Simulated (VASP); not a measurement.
A run of VASP 6.6.1 is set up as follows.

File INCAR:

```
SYSTEM = MgO
PREC     = Accurate       ! precision mode
ENCUT    = 600            ! plane-wave cutoff, eV
EDIFF    = 1E-6           ! SCF threshold, eV
ISMEAR   = -1             ! smearing method
SIGMA    = 0.05           ! smearing width, eV
LREAL    = .False.        ! projectors in reciprocal space
LASPH    = .True.         ! aspherical terms in the spheres
NELM     = 120            ! most SCF steps
ALGO     = Normal         ! electronic algorithm
ISIF     = 2              ! what is computed and relaxed
LWAVE    = .False.        ! write WAVECAR
LCHARG   = .False.        ! write CHGCAR
NBANDS   = 11             ! bands
GGA_COMPAT= .False.
```

The input KPOINTS:

```
Automatic mesh
0
Gamma
  15 15 15
  0 0 0
```

File POSCAR:

```
MgO
1.0
    0.0000000000      1.7921641104      1.7921641104
    1.7921641104      0.0000000000      1.7921641104
    1.7921641104      1.7921641104      0.0000000000
Mg O
1 1
Direct
    0.0000000000      0.0000000000      0.0000000000
    0.5000000000      0.5000000000      0.5000000000
```

Potentials or basis: VASP PAW LDA potentials, release 64 (Mg, O).

Run with:

```sh
$ cat potpaw_LDA.64/Mg/POTCAR potpaw_LDA.64/O/POTCAR > POTCAR
$ mpirun -np 1 vasp_std > vasp.out
```

Q: Estimate the pressure.

A: 195.7 GPa.

Q: What does it give for the band gap on the k mesh?

A: 8.84 eV (least direct gap 10.97 eV).

Caveat: the cell stands under pressure; an odd mesh through Γ misses points on the zone boundary, where band edges can lie.
